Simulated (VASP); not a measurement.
A run of VASP 6.6.1 is set up as follows.

File INCAR:

```
SYSTEM = Ti
PREC     = Accurate       ! precision mode
ENCUT    = 520            ! plane-wave cutoff, eV
EDIFF    = 1E-6           ! SCF threshold, eV
ISMEAR   = 0              ! smearing method
SIGMA    = 0.15           ! smearing width, eV
LREAL    = .False.        ! projectors in reciprocal space
LASPH    = .True.         ! aspherical terms in the spheres
NELM     = 100            ! most SCF steps
ALGO     = Fast           ! electronic algorithm
ISIF     = 2              ! what is computed and relaxed
LWAVE    = .False.        ! write WAVECAR
LCHARG   = .False.        ! write CHGCAR
GGA      = PS             ! functional
NBANDS   = 19             ! bands
```

File KPOINTS:

```
Automatic mesh
0
Gamma
  12 12 8
  0 0 0
```

POSCAR

```
Ti
1.0
    2.9226523258      0.0570325821      0.0553030331
   -1.4119344980      2.4975249946      0.0536612693
    0.0875371036      0.1486180062      4.5689303628
Ti
2
Direct
    0.3211717504      0.6661354385      0.2502312418
    0.6788282496      0.3338645615      0.7497687582
```

Potentials or basis: VASP PAW PBE potentials, release 64 (Ti_sv).

Command:

```console
$ cat potpaw_PBE.64/Ti_sv/POTCAR > POTCAR
$ mpirun -np 1 vasp_std > vasp.out
```

(1) Predict the largest force.

(2) What does it give for the pressure?

Results:

(1) 0.003 eV/Å.

(2) -1.2 GPa.

Caveat: the PAW data sets were made with another functional, which shifts forces and pressure a little.
